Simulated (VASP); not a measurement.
Input of a VASP 6.6.1 run:

Contents of INCAR:

```
PREC = Accurate
ENCUT = 600
EDIFF = 1E-8
ISMEAR = 0
SIGMA = 0.01
LREAL = False
LASPH = True
NELM = 120
ALGO = Normal
ISIF = 2
LWAVE = False
LCHARG = False
GGA = PS
IBRION = 8
NSW = 1
LEPSILON = True
GGA_COMPAT = False
```

The input KPOINTS:

```
regular mesh
0
Gamma
  18 18 18
```

The input POSCAR:

```
C
1.0
    1.2294462219      0.7098211072      3.6139529305
   -1.2294462219      0.7098211072      3.6139529305
    0.0000000000     -1.4196422144      3.6139529305
C
2
Direct
    0.1666410550      0.1666410550      0.1666410550
    0.8333589450      0.8333589450      0.8333589450
```

Potentials or basis: VASP PAW PBE potentials, release 64 (C).

Command:

```sh
$ cat potpaw_PBE.64/C/POTCAR > POTCAR
$ mpirun -np 1 vasp_std > vasp.out
```

(1) Predict the electronic dielectric tensor (diagonal).

(2) Estimate the Born charges (mean of the diagonal).

(3) Predict the highest phonon frequency at Γ.

Answers

(1) 56.21, 56.21, 4.28.

(2) C +0.00 e.

(3) 1579 cm⁻¹.
